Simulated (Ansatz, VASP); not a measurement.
**CsSbSI2: VASP beside Ansatz**

File INCAR:

```
SYSTEM = CsSbSI2
ALGO = Fast
EDIFF = 1E-7
ENCUT = 520
GGA = PE
ISIF = 2
ISMEAR = 0
LASPH = .True.
LCHARG = .True.
LELF = .True.
LREAL = .False.
LVHAR = .True.
LWAVE = .False.
NBANDS = 25
NELM = 60
PREC = Accurate
SIGMA = 0.05
```

Contents of KPOINTS:

```
k-points
0
Gamma
  6 6 8
  0 0 0
```

The input POSCAR:

```
CsSbSI2
1.0
    6.5090130006      0.0000000000      0.0000000000
    0.0000000000      6.5090130006      0.0000000000
    0.0000000000      0.0000000000      4.9306112137
Cs Sb S I
1 1 1 2
Direct
    0.0000000000      0.0000000000      0.0000000000
    0.5000000000      0.5000000000      0.5000000000
    0.5000000000      0.5000000000      0.0000000000
    0.0000000000      0.5000000000      0.5000000000
    0.5000000000      0.0000000000      0.5000000000
```

Input for Ansatz:

```yaml
crystal:
  lattice:
    - [6.5090130006, 0.0, 0.0]
    - [0.0, 6.5090130006, 0.0]
    - [0.0, 0.0, 4.9306112137]
  atoms:
    - { symbol: Cs, position: [0.0, 0.0, 0.0] }
    - { symbol: Sb, position: [0.5, 0.5, 0.5] }
    - { symbol: S, position: [0.5, 0.5, 0.0] }
    - { symbol: I, position: [0.0, 0.5, 0.5] }
    - { symbol: I, position: [0.5, 0.0, 0.5] }
basis:
  ecutwfc: 420
kpoints:
  mp_grid: { grid: [6, 6, 8] }
hamiltonian:
  xc: pbe
scf:
  occupations: { method: gaussian, width: 0.05 }
output:
  forces: true
  stress: true
  eigenvalues: true
```

Alike in both runs: task single point; functional PBE; k mesh 6 × 6 × 8; occupations gaussian, width 0.05 eV; no spin polarisation.

|  | VASP | Ansatz |
| --- | --- | --- |
| version | VASP 6.6.1 | Ansatz 0.2.0 |
| potentials or method | VASP PAW PBE potentials, release 64 (Cs_sv, Sb, S, I), cutoff 520 eV | scalar-relativistic, plane waves, PAW |
| valence electrons in the cell | 34 | 64 |

|  | VASP | Ansatz | Ansatz less VASP |
| --- | --- | --- | --- |
| gap on the k mesh at the Fermi level (eV) | none | none | - |
| pressure (GPa) | 0.2 | 0.2 | +0.02 |
| traceless stress, the component that is largest in VASP (GPa) | 2.32 | 2.29 | -0.029 |

A gap of «none» marks a metal or a gap that the smearing closes. VASP's potentials hold 34 valence electrons a cell and Ansatz's 64, so a difference there can come from the potentials and not from the codes.

Neither program's run includes spin-orbit coupling.
